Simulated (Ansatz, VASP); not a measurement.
## Sr3CuOs in VASP and in Ansatz

Contents of INCAR:

```
ALGO     = Normal         # electronic algorithm
EDIFF    = 1E-6           # SCF threshold, eV
ENCUT    = 520            # plane-wave cutoff, eV
GGA      = PE             # functional
ISIF     = 2              # what is computed and relaxed
ISMEAR   = 0              # smearing method
LASPH    = True           # aspherical terms in the spheres
LCHARG   = False          # write CHGCAR
LREAL    = False          # projectors in reciprocal space
LWAVE    = False          # write WAVECAR
NBANDS   = 32             # bands
NELM     = 60             # most SCF steps
PREC     = Accurate       # precision mode
SIGMA    = 0.1            # smearing width, eV
```

File KPOINTS:

```
k-points
0
Gamma
  4 4 4
```

POSCAR

```
Sr3CuOs
1.0
    4.9670976800      0.0000000000      0.0000000000
    0.0000000000      4.9670976800      0.0000000000
    0.0000000000      0.0000000000      4.9670976800
Sr Cu Os
3 1 1
Direct
    0.5000000000      0.0000000000      0.0000000000
    0.0000000000      0.5000000000      0.0000000000
    0.0000000000      0.0000000000      0.5000000000
    0.0000000000      0.0000000000      0.0000000000
    0.5000000000      0.5000000000      0.5000000000
```

Input for Ansatz:

```yaml
crystal:
  lattice:
    - [4.96709768, 0.0, 0.0]
    - [0.0, 4.96709768, 0.0]
    - [0.0, 0.0, 4.96709768]
  atoms:
    - { symbol: Sr, position: [0.5, 0.0, 0.0] }
    - { symbol: Sr, position: [0.0, 0.5, 0.0] }
    - { symbol: Sr, position: [0.0, 0.0, 0.5] }
    - { symbol: Cu, position: [0.0, 0.0, 0.0] }
    - { symbol: Os, position: [0.5, 0.5, 0.5] }
basis:
  ecutwfc: 420
kpoints:
  mp_grid: { grid: [4, 4, 4] }
hamiltonian:
  xc: pbe
scf:
  occupations: { method: gaussian, width: 0.1 }
  lower_state_search: "off"
output:
  forces: true
  stress: true
  eigenvalues: true
```

Alike in both runs: task single point; functional PBE; k mesh 4 × 4 × 4; occupations gaussian, width 0.1 eV; no spin polarisation.

|  | VASP | Ansatz |
| --- | --- | --- |
| version | VASP 6.6.1 | Ansatz 0.2.0 |
| potentials or method | VASP PAW PBE potentials, release 64 (Sr_sv, Cu, Os), cutoff 520 eV | scalar-relativistic, plane waves, PAW |
| valence electrons in the cell | 49 | 65 |

Ansatz gave:

```
gap on the k mesh at the Fermi level (eV) : none
pressure (GPa)                            : 15.7
```

**Question.** Which values does VASP return?

**Answer.** gap on the k mesh at the Fermi level (eV): none; pressure (GPa): 16.2.

A gap of «none» marks a metal or a gap that the smearing closes. With one functional, cell and mesh, what is left measures potentials, basis and numerics. VASP's potentials hold 49 valence electrons a cell and Ansatz's 65, so a difference there can come from the potentials and not from the codes.

Spin-orbit coupling is off throughout.
